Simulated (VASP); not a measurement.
CuI (Marshite):

```
I Cu
1.0
     0.00000    3.03150    3.03150
     3.03150    0.00000    3.03150
     3.03150    3.03150    0.00000
I Cu
1 1
Direct
  0.00000 0.00000 0.00000
  0.75000 0.75000 0.75000
```

- Program: VASP 6.6.1
- Task: relaxation of cell and atoms
- Functional: RPBE
- Dispersion: D3(BJ)
- Potentials or basis: VASP PAW PBE potentials, release 64 (I, Cu)
- Cutoff: 600 eV
- k mesh: 8 × 8 × 8
- Occupations: fermi-dirac, width 0.05 eV
- Spin: no spin polarisation

At the start: pressure -7.0 GPa; volume 27.86 Å³/atom.

Task: How do energy, volume and symmetry change on relaxing?

Result: Over 4 steps the energy falls by 106.7 meV/atom and the volume is 23.68 Å³/atom (-15.0 %); space group F-43m (No. 216, to 0.05 Å).

The path:
| step | energy change (eV) | largest force (eV/Å) | pressure (GPa) | volume (Å³) |
| --- | --- | --- | --- | --- |
| 1 | 0.0000 | 0.0000 | -6.99 | 55.72 |
| 2 | -0.2105 | 0.0000 | 0.96 | 46.48 |
| 3 | -0.2134 | 0.0000 | 0.16 | 47.20 |
| 4 | -0.2135 | 0.0000 | -0.07 | 47.36 |

Final structure:
```yaml
crystal:
  lattice:
    - [0.00000, 2.87159, 2.87159]
    - [2.87159, 0.00000, 2.87159]
    - [2.87159, 2.87159, 0.00000]
  atoms:
    - { symbol: I, position: [0.00000, 0.00000, 0.00000] }
    - { symbol: Cu, position: [0.75000, 0.75000, 0.75000] }
```

Caveat: the volume moved by over 15 % at a fixed basis, so the end points are rough; the PAW data sets were made with another functional, which shifts forces and pressure a little; the volume moved by -15 % from the deposited cell, more than functionals usually miss.
